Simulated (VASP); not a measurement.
Write the native input for VASP 6.6.1 that does the following.

| Property | Result |
| --- | --- |
| Task | single point |
| Functional | r2SCAN |
| Potentials or basis | VASP PAW PBE potentials, release 64 (Mg_sv, O) |
| Cutoff | 750 eV |
| k mesh | 10 × 10 × 10 |
| Occupations | gaussian, width 0.05 eV |
| Spin | no spin polarisation |
| Dipole correction | no |
| Mended | yes |
| Further INCAR settings | ALGO = Normal; EDIFF = 1e-06; NBANDS = 15 |

Crystal: MgO.

```xyz
2
Lattice="0.0000 2.1351 2.1351 2.2152 0.0000 2.1351 2.2152 2.1351 0.0000" Properties=species:S:1:pos:R:3 pbc="T T T"
Mg    0.0000    0.0000    0.0000
O     2.2152    2.1351    2.1351
```

This cell differs from its parent crystal: strain +0.0375 x Voigt [1, 0, 0, 0, 0, 0].

The input as run:

POSCAR

```
MgO
1.0
    0.0000000000      2.1351500000      2.1351500000
    2.2152181250      0.0000000000      2.1351500000
    2.2152181250      2.1351500000      0.0000000000
Mg O
1 1
Direct
    0.0000000000      0.0000000000      0.0000000000
    0.5000000000      0.5000000000      0.5000000000
```

INCAR.step1

```
SYSTEM = MgO
PREC = Accurate ; ENCUT = 750
ISMEAR = 0 ; SIGMA = 0.05
LREAL = .FALSE. ; LASPH = .TRUE.
NELM = 120 ; NBANDS = 15
GGA = PE ; ALGO = Normal
EDIFF = 1E-5 ; LWAVE = .TRUE.
LCHARG = .FALSE. ; GGA_COMPAT = .FALSE.
```

INCAR.step2

```
SYSTEM = MgO
PREC = Accurate ; ENCUT = 750
EDIFF = 1E-6 ; ISMEAR = 0
SIGMA = 0.05 ; LREAL = .FALSE.
LASPH = .TRUE. ; NELM = 120
ALGO = Normal ; ISIF = 2
LWAVE = .FALSE. ; LCHARG = .FALSE.
METAGGA = R2SCAN ; LMIXTAU = .TRUE.
NBANDS = 15 ; ISTART = 1
GGA_COMPAT = .FALSE.
```

KPOINTS

```
Automatic mesh
0
G
  10 10 10
  0 0 0
```

Potentials or basis: VASP PAW PBE potentials, release 64 (Mg_sv, O).

Run with:

```console
$ cat potpaw_PBE.64/Mg_sv/POTCAR potpaw_PBE.64/O/POTCAR > POTCAR
$ cp INCAR.step1 INCAR
$ mpirun -np 1 vasp_std > vasp.out
$ cp INCAR.step2 INCAR
$ mpirun -np 1 vasp_std > vasp.out
```

It gave:

```yaml
Pressure: -11.6 GPa
Band_gap_on_the_k_mesh: 4.84 eV
```

Caveat: the cell differs from its parent crystal (strain +0.0375 x Voigt [1, 0, 0, 0, 0, 0]); the cell stands under tension; the PAW data sets were made with another functional, which shifts forces and pressure a little.

It took 2.1 min on 1 thread of Intel(R) Xeon(R) Platinum 8488C (Sapphire Rapids) (shared host), peak memory 0.19 GiB.
